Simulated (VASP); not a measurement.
Bi, 2 atoms in the cell. The structure is hexagonal, space group P6_3/mmc (No. 194). The conventional cell has a = 3.296 Å, b = 3.296 Å, c = 5.639 Å, α = 90.00°, β = 90.00°, γ = 120.00°. Within 4.3 Å of Bi (site symmetry -6m2) lie 12 Bi at 3.30 to 3.40 Å. This isn't the form of Bi at room conditions, which is rhombohedral.

| Item | Value |
| --- | --- |
| Program | VASP 6.6.1 |
| Task | relaxation of shape and atoms at fixed volume |
| Functional | PBEsol |
| Potentials or basis | VASP PAW PBE potentials, release 64 (Bi_d) |
| Cutoff | 600 eV |
| k mesh | 12 × 12 × 7 |
| Occupations | fermi-dirac, width 0.1 eV |
| Spin | no spin polarisation |
| Dipole correction | no |
| Further INCAR settings | ALGO = Normal; EDIFF = 1e-06; IBRION = 2; EDIFFG = -0.005; NSW = 50; ISIF = 4 |

Potentials or basis: VASP PAW PBE potentials, release 64 (Bi_d).

Run with:

```bash
$ cat potpaw_PBE.64/Bi_d/POTCAR > POTCAR
$ mpirun -np 1 vasp_std > vasp.out
```

Hardware: 1 thread of Intel Xeon 8259CL, with other jobs on the host.

Problem. How long does it take, and how much memory?

Solution. It took 6.2 min on 1 thread of Intel Xeon 8259CL, on a shared host, peak memory 0.24 GiB. Counts: scf iterations 33, k points 76, ion steps 5.
